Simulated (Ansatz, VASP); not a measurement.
## One calculation of AgO, two programs

Contents of INCAR:

```
ALGO = Normal
EDIFF = 1E-6
EDIFFG = -0.005
ENCUT = 600
IBRION = 2
ISIF = 3
ISMEAR = 0
LASPH = T
LCHARG = F
LREAL = F
LWAVE = F
NELM = 100
NSW = 100
PREC = Accurate
SIGMA = 0.1
```

The input KPOINTS:

```
k-points
0
Gamma
  16 16 16
```

File POSCAR:

```
AgO
1.0
    0.0000000000      2.4080000000      2.4080000000
    2.4080000000      0.0000000000      2.4080000000
    2.4080000000      2.4080000000      0.0000000000
Ag O
1 1
Direct
    0.0000000000      0.0000000000      0.0000000000
    0.7500000000      0.7500000000      0.7500000000
```

Input for Ansatz:

```yaml
crystal:
  lattice:
    - [0.0, 2.408, 2.408]
    - [2.408, 0.0, 2.408]
    - [2.408, 2.408, 0.0]
  atoms:
    - { symbol: Ag, position: [0.0, 0.0, 0.0] }
    - { symbol: O, position: [0.75, 0.75, 0.75] }
basis:
  ecutwfc: 420
kpoints:
  mp_grid: { grid: [16, 16, 16] }
hamiltonian:
  xc: lda
scf:
  occupations: { method: gaussian, width: 0.1 }
output:
  forces: true
  stress: true
  eigenvalues: true
relax:
  adjacent_minimum: "off"
  f_tol: 0.005
  max_steps: 80
  cell: { stress_tol: 0.05 }
```

Alike in both runs: task relaxation of cell and atoms; functional LDA; k mesh 16 × 16 × 16; occupations gaussian, width 0.1 eV; no spin polarisation.

|  | VASP | Ansatz |
| --- | --- | --- |
| version | VASP 6.6.1 | Ansatz 0.2.0 |
| potentials or method | VASP PAW LDA potentials, release 64 (Ag, O), cutoff 600 eV | scalar-relativistic, plane waves, PAW |
| valence electrons in the cell | 17 | 25 |

```csv
,VASP,Ansatz,Ansatz less VASP
"gap on the k mesh at the Fermi level, each at its own relaxed structure (eV)",none,none,-
relaxed volume (Å³/atom),14.55,14.55,-0.001
relaxed cell length with the largest relative difference (Å),3.453,3.452,-0.0001
```

LDA's correlation is that of Perdew and Zunger in VASP and of Perdew and Wang (1992) in Ansatz. A gap of «none» marks a metal or a gap that the smearing closes. VASP's potentials hold 17 valence electrons a cell and Ansatz's 25, so a difference there can come from the potentials and not from the codes.
